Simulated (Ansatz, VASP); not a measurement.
**Au in VASP and in Ansatz**

```
Au
1.0
     1.41131   -2.55593    0.00000
     1.41131    2.55593    0.00000
     0.00000    0.00000    4.89317
Au
2
Direct
  0.66533 0.33467 0.25000
  0.33467 0.66533 0.75000
```

Alike in both runs: task single point; functional PBE; k mesh 16 × 16 × 10; occupations tetrahedron; no spin polarisation.

```csv
,VASP,Ansatz
version,VASP 6.6.1,Ansatz 0.2.0
potentials or method,"VASP PAW PBE potentials, release 64 (Au), cutoff 520 eV","scalar-relativistic, plane waves, PAW"
valence electrons in the cell,22,38
```

VASP gave:

```
gap on the k mesh at the Fermi level (eV)                     : none
pressure (GPa)                                                : 2.8
traceless stress, the component that is largest in VASP (GPa) : 2.13
rms of the force components (eV/Å)                            : 0.011
```

Question: What did Ansatz give for the same quantities?

Answer: gap on the k mesh at the Fermi level (eV): none; pressure (GPa): 3.1; traceless stress, the component that is largest in VASP (GPa): 2.14; rms of the force components (eV/Å): 0.011.

Atom by atom the forces differ by 0.000 eV/Å (rms over components). A gap of «none» marks a metal or a gap that the smearing closes. VASP's potentials hold 22 valence electrons a cell and Ansatz's 38, so a difference there can come from the potentials and not from the codes. Ansatz's warnings: band table not solved further, tetrahedron derivatives may miss energy slope.

Spin-orbit coupling is off throughout.
